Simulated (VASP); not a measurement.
# Al (Fm-3m) in VASP: relaxation of cell and atoms with r2SCAN

Aim: the relaxation of cell and atoms of Al with r2SCAN.

All numbers are computed with VASP 6.6.1; they aren't measurements. Logs are shortened: lines on timing, memory, paths and dates and some standing lists are left out, and cuts for length are marked.

**1. The cell of the first run**

Symmetry: Fm-3m, No. 225, cubic system. Conventional cell: a = 4.050 Å, b = 4.050 Å, c = 4.050 Å, α = 90.00°, β = 90.00°, γ = 90.00°. Al (site symmetry m-3m) has 12 Al at 2.86 Å within 3.8 Å.

**2. Relaxation of cell and atoms, r2SCAN**

POSCAR reads:

```
Al
1.0
    0.0000000000      2.0251003354      2.0251003354
    2.0251003354      0.0000000000      2.0251003354
    2.0251003354      2.0251003354      0.0000000000
Al
1
Direct
    0.0000000000      0.0000000000      0.0000000000
```

INCAR.step1 reads:

```
ALGO = Normal ; EDIFF = 1E-4
ENCUT = 600 ; GGA = PE
ISMEAR = -1 ; LASPH = True
LCHARG = False ; LREAL = False
LWAVE = True ; NELM = 80
PREC = Accurate ; SIGMA = 0.05
```

INCAR.step2 reads:

```
ALGO = Normal ; EDIFF = 1E-7
EDIFFG = -0.005 ; ENCUT = 600
IBRION = 2 ; ISIF = 3
ISMEAR = -1 ; ISTART = 1
LASPH = True ; LCHARG = False
LMIXTAU = True ; LREAL = False
LWAVE = False ; METAGGA = R2SCAN
NELM = 80 ; NSW = 60
PREC = Accurate ; SIGMA = 0.05
```

KPOINTS reads:

```
k-points
0
Gamma
  18 18 18
```

Potentials or basis: VASP PAW PBE potentials, release 64 (Al).

Run with:

```
cat potpaw_PBE.64/Al/POTCAR > POTCAR
cp INCAR.step1 INCAR
mpirun -np 1 vasp_std > vasp.out
cp INCAR.step2 INCAR
mpirun -np 1 vasp_std > vasp.out
```

OUTCAR:

```text
EDIFF = 1E-7
   EDIFFG = -0.005
   ENCUT = 600
   IBRION = 2
   ISIF = 3
   ISMEAR = -1
   ISTART = 1
   LASPH = True
   LREAL = False
   METAGGA = R2SCAN
   NELM = 80
   NSW = 60
   PREC = Accurate

 ion  position               nearest neighbor table
   1  0.000  0.000  0.000-

  LATTYP: Found a face centered cubic cell.
 ALAT       =     4.0502006708

  Lattice vectors:

 A1 = (   0.0000000000,   2.0251003354,   2.0251003354)
 A2 = (   2.0251003354,   0.0000000000,   2.0251003354)
 A3 = (   2.0251003354,   2.0251003354,   0.0000000000)

Analysis of symmetry for initial positions (statically):
=====================================================================
 Subroutine PRICEL returns:
 Original cell was already a primitive cell.

 Routine SETGRP: Setting up the symmetry group for a
 face centered cubic supercell.

 Subroutine GETGRP returns: Found 48 space group operations
 (whereof 48 operations were pure point group operations)
 out of a pool of 48 trial point group operations.

The static configuration has the point symmetry O_h .

Analysis of symmetry for dynamics (positions and initial velocities):
=====================================================================
 Subroutine PRICEL returns:
 Original cell was already a primitive cell.

 Routine SETGRP: Setting up the symmetry group for a
 face centered cubic supercell.

 Subroutine GETGRP returns: Found 48 space group operations
 (whereof 48 operations were pure point group operations)
 out of a pool of 48 trial point group operations.

The dynamic configuration has the point symmetry O_h .

 Subroutine INISYM returns: Found 48 space group operations
 (whereof 48 operations are pure point group operations),
 and found     1 'primitive' translations

----------------------------------------------------------------------------------------

                                     Primitive cell

  volume of cell :      16.6100

  direct lattice vectors                    reciprocal lattice vectors
     0.000000000  2.025100335  2.025100335    -0.246901347  0.246901347  0.246901347
     2.025100335  0.000000000  2.025100335     0.246901347 -0.246901347  0.246901347
     2.025100335  2.025100335  0.000000000     0.246901347  0.246901347 -0.246901347

  length of vectors
     2.863924359  2.863924359  2.863924359     0.427645677  0.427645677  0.427645677

[... 88 lines left out ...]
   PSTRESS=    0.0 pullay stress
   NELECT =       3.0000    total number of electrons
   NUPDOWN=      -1.0000    fix difference up-down
   EMIN   =  10.00;   EMAX   =-10.00  energy-range for DOS
   EFERMI =   0.00;   METHOD = LEGACY
   ISMEAR =    -1;   SIGMA  =   0.05  broadening in eV -4-tet -1-fermi 0-gaus
   EFERMI_NEDOS =   21; number of points for ismear=-14 and -15
   IALGO  =     38    algorithm
   IMIX   =      4    mixing-type and parameters
     AMIX     =   0.40;   BMIX     =  1.00
     AMIX_MAG =   1.60;   BMIX_MAG =  1.00
  volume/ion in A,a.u.               =      16.61       112.09
  Fermi-wavevector in a.u.,A,eV,Ry     =   0.925391  1.748736 11.651334  0.856349
  Thomas-Fermi vector in A             =   2.051240
   LORBIT       =      0    0 simple, 1 ext, 2 COOP (PROOUT), +10 PAW based schemes
   METAGGA = R2SCAN    functional components
   LHFCALC =     F    Hartree Fock is set to
   AEXX    =    0.0000 exact exchange contribution
   IVDW    =     0    specifies the selected vdW correction
   LEPSILON=     F    determine dielectric tensor
   LRPA    =     F    only Hartree local field effects (RPA)
 conjugate gradient relaxation of ions
 non-spin polarized calculation
  energy-cutoff  :      600.00
  volume of cell :       16.61
 maximum number of plane-waves:       568
   NGX = 11   NGY = 11   NGZ = 11

--------------------------------------- Ionic step        1  -------------------------------------------

 number of electron       3.0000000 magnetization

 Free energy of the ion-electron system (eV)
  ---------------------------------------------------
  ext. energy  EPLUGINS =         0.00000000
  ---------------------------------------------------
  free energy    TOTEN  =        -6.72793632 eV

  energy without entropy =       -6.72382677  energy(sigma->0) =       -6.72588155

------------------------ aborting loop because EDIFF is reached ----------------------------------------

  FORCE on cell =-STRESS in cart. coord.  units (eV):
  Direction    XX          YY          ZZ          XY          YZ          ZX
  --------------------------------------------------------------------------------------
  -------------------------------------------------------------------------------------
  Total       -0.4034701     -0.4034701     -0.4034701     -0.0000000     -0.0000000      0.0000000
  in kB      -38.9181639    -38.9181639    -38.9181639     -0.0000000     -0.0000000      0.0000000
  external PRESSURE =     -38.9181639 kB  Pullay stress =       0.0000000 kB
[... 57 lines left out ...]
--------------------------------------- Ionic step        3  -------------------------------------------

 number of electron       3.0000000 magnetization

 Free energy of the ion-electron system (eV)
  ---------------------------------------------------
  ext. energy  EPLUGINS =         0.00000000
  ---------------------------------------------------
  free energy    TOTEN  =        -6.73772697 eV

  energy without entropy =       -6.73394177  energy(sigma->0) =       -6.73583437

 E-fermi :   8.4493     XC(G=0): -11.0574

 val. band max:        8.4412628983   @ k =  -0.3333   0.4444   0.1111
 cond. band min:       8.4908283847   @ k =  -0.3333   0.3889   0.0556
 fundamental gap:      0.0495654864
 Fermi energy:         8.4493030056

 k-point     1 :       0.0000    0.0000    0.0000
  band No.  band energies     occupation
      1      -3.6828      2.00000
      2      21.9991      0.00000
      3      21.9991      0.00000
      4      21.9991      0.00000
      5      24.2339      0.00000
[... 177 lines left out ...]
 k-point    24 :      -0.2222    0.0556    0.0000
  band No.  band energies     occupation
      1      -1.8932      2.00000
      2      12.6223      0.00000
      3      18.6127      0.00000
      4      21.6929      0.00000
      5      23.6352      0.00000

 [... further k-points ...]

------------------------ aborting loop because EDIFF is reached ----------------------------------------

  FORCE on cell =-STRESS in cart. coord.  units (eV):
  Direction    XX          YY          ZZ          XY          YZ          ZX
  --------------------------------------------------------------------------------------
  -------------------------------------------------------------------------------------
  Total        0.0035587      0.0035587      0.0035587     -0.0000000      0.0000000      0.0000000
  in kB        0.3598654      0.3598654      0.3598654     -0.0000000      0.0000000      0.0000000
  external PRESSURE =       0.3598654 kB  Pullay stress =       0.0000000 kB
[... 16 lines left out ...]
  FREE ENERGIE OF THE ION-ELECTRON SYSTEM (eV)
  ---------------------------------------------------
  free  energy   TOTEN  =        -6.7377269724 eV

  energy  without entropy=       -6.7339417661  energy(sigma->0) =       -6.73583437

 reached required accuracy - stopping structural energy minimisation
```

Run time: 1.7 min. Hardware: 1 thread of Intel Xeon Platinum 8259CL at 2.50GHz (Skylake/Cascade Lake), shared host; peak memory 0.15 GiB.

What came out:

- Free energy: -6.7377 eV
- Relaxed volume: 15.84 Å³/atom
- Relaxed cell: a = 2.819 Å, b = 2.819 Å, c = 2.819 Å, α = 60.00°, β = 60.00°, γ = 60.00°
- Space group after relaxing (to 0.1 Å): Fm-3m (No. 225)
- Energy gained by relaxing: 9.8 meV/atom
- Ionic steps: 3
- Pressure after relaxing: 0.0 GPa
- Band gap on the k mesh: zero (an odd number of electrons rules out a gap without spin polarisation)

Step by step:
```
step  energy change (eV)  largest force (eV/Å)  pressure (GPa)  volume (Å³)
   1              0.0000                0.0000           -3.89        16.61
   2             -0.0091                0.0000            1.16        15.66
   3             -0.0098                0.0000            0.04        15.84
```

Final structure:
```
Al
1.0
     0.00000    1.99348    1.99348
     1.99348    0.00000    1.99348
     1.99348    1.99348    0.00000
Al
1
Direct
  0.00000 0.00000 0.00000
```

Caveat: the PAW data sets were made with another functional, which shifts forces and pressure a little.

The gap in the log of VASP goes by the Fermi energy; the results here count the filled bands.